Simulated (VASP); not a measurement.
PdPt2, 3 atoms in the cell. It takes space group P6/mmm (No. 191, hexagonal). Conventional cell: a = 4.497 Å, b = 4.497 Å, c = 2.728 Å, α = 90.00°, β = 90.00°, γ = 120.00°. Pd (site symmetry 6/mmm) has 2 Pd at 2.73 Å and 12 Pt at 2.93 Å within 3.6 Å. Pt (site symmetry -6m2) has 5 Pt at 2.60 to 2.73 Å and 6 Pd at 2.93 Å within 3.4 Å. 

```yaml
Program: VASP 6.6.1
Task: single point
Functional: PBE
Potentials_or_basis: VASP PAW PBE potentials, release 64 (Pd, Pt)
Cutoff: 520 eV
k_mesh: 6 × 6 × 6
Occupations: gaussian, width 0.1 eV
Spin: no spin polarisation
Dipole_correction: no
Further_INCAR_settings: ALGO = Fast; EDIFF = 1e-07; NBANDS = 22
```

Potentials or basis: VASP PAW PBE potentials, release 64 (Pd, Pt).

Run with:

```console
$ cat potpaw_PBE.64/Pd/POTCAR potpaw_PBE.64/Pt/POTCAR > POTCAR
$ mpirun -np 1 vasp_std > vasp.out
```

Hardware: 1 thread of Intel(R) Xeon(R) Platinum 8488C (Sapphire Rapids), with other jobs on the host.

Q: How long does it take, and how much memory?

A: Wall time 26 s on 1 thread of Intel(R) Xeon(R) Platinum 8488C (Sapphire Rapids), on a shared host, peak memory 0.18 GiB. Counts: scf iterations 16, k points 28.
